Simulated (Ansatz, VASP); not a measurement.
## One calculation of InSe, two programs

```
In Se
1.0
     1.60512    0.00000   -4.27209
     0.00000    4.11055    0.00000
    10.62627    0.00000    2.97987
In Se
4 4
Direct
  0.74101 0.00000 0.38580
  0.09101 0.50000 0.88580
  0.95899 0.00000 0.61420
  0.60899 0.50000 0.11420
  0.97082 0.00000 0.15472
  0.32082 0.50000 0.65472
  0.72918 0.00000 0.84528
  0.37918 0.50000 0.34528
```

Alike in both runs: task single point; functional PBEsol; k mesh 6 × 7 × 3; occupations gaussian, width 0.05 eV; no spin polarisation.

|  | VASP | Ansatz |
| --- | --- | --- |
| version | VASP 6.6.1 | Ansatz 0.2.0 |
| potentials or method | VASP PAW PBE potentials, release 64 (In_d, Se), cutoff 520 eV | scalar-relativistic, plane waves, PAW |
| valence electrons in the cell | 76 | 116 |

```csv
,VASP,Ansatz,Ansatz less VASP
gap on the k mesh at the Fermi level (eV),none,none,-
pressure (GPa),0.5,0.4,-0.08
"traceless stress, the component that is largest in VASP (GPa)",2.47,2.47,-0.008
rms of the force components (eV/Å),0.275,0.271,-0.0044
```

VASP's potentials were made for PBE, not for PBEsol. Atom by atom the forces differ by 0.009 eV/Å (rms over components). A gap of «none» marks a metal or a gap that the smearing closes. VASP's potentials hold 76 valence electrons a cell and Ansatz's 116, so a difference there can come from the potentials and not from the codes.
